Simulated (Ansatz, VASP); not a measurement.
Two plane-wave programs on Cs

The input INCAR:

```
SYSTEM = Cs
PREC     = Accurate       ! precision mode
ENCUT    = 520            ! plane-wave cutoff, eV
EDIFF    = 1E-6           ! SCF threshold, eV
ISMEAR   = 0              ! smearing method
SIGMA    = 0.15           ! smearing width, eV
LREAL    = .False.        ! projectors in reciprocal space
LASPH    = .True.         ! aspherical terms in the spheres
NELM     = 100            ! most SCF steps
ALGO     = Fast           ! electronic algorithm
ISIF     = 2              ! what is computed and relaxed
LWAVE    = .False.        ! write WAVECAR
LCHARG   = .False.        ! write CHGCAR
GGA      = PE             ! functional
NBANDS   = 10             ! bands
```

Contents of KPOINTS:

```
Automatic mesh
0
Gamma
  12 12 12
  0 0 0
```

File POSCAR:

```
Cs
1.0
   -2.6403969547      2.6403969547      3.9605954320
    2.6403969547     -2.6403969547      3.9605954320
    2.6403969547      2.6403969547     -3.9605954320
Cs
1
Direct
    0.0000000000      0.0000000000      0.0000000000
```

Input for Ansatz:

```yaml
crystal:
  lattice:
    - [-2.6403969547, 2.6403969547, 3.960595432]
    - [2.6403969547, -2.6403969547, 3.960595432]
    - [2.6403969547, 2.6403969547, -3.960595432]
  atoms:
    - { symbol: Cs, position: [0.0, 0.0, 0.0] }
basis:
  ecutwfc: 420
kpoints:
  mp_grid: { grid: [12, 12, 12] }
hamiltonian:
  xc: pbe
scf:
  occupations: { method: gaussian, width: 0.15 }
output:
  forces: true
  stress: true
  eigenvalues: true
```

Alike in both runs: task single point; functional PBE; k mesh 12 × 12 × 12; occupations gaussian, width 0.15 eV; no spin polarisation.

|  | VASP | Ansatz |
| --- | --- | --- |
| version | VASP 6.6.1 | Ansatz 0.2.0 |
| potentials or method | VASP PAW PBE potentials, release 64 (Cs_sv), cutoff 520 eV | scalar-relativistic, plane waves, PAW |
| valence electrons in the cell | 9 | 9 |

|  | VASP | Ansatz | Ansatz less VASP |
| --- | --- | --- | --- |
| gap on the k mesh at the Fermi level (eV) | none | none | - |
| pressure (GPa) | 0.1 | 0.1 | +0.02 |

A gap of «none» marks a metal or a gap that the smearing closes. The functional is the same, so the differences come from potentials, cutoffs and numerics.

Spin-orbit coupling is off throughout.
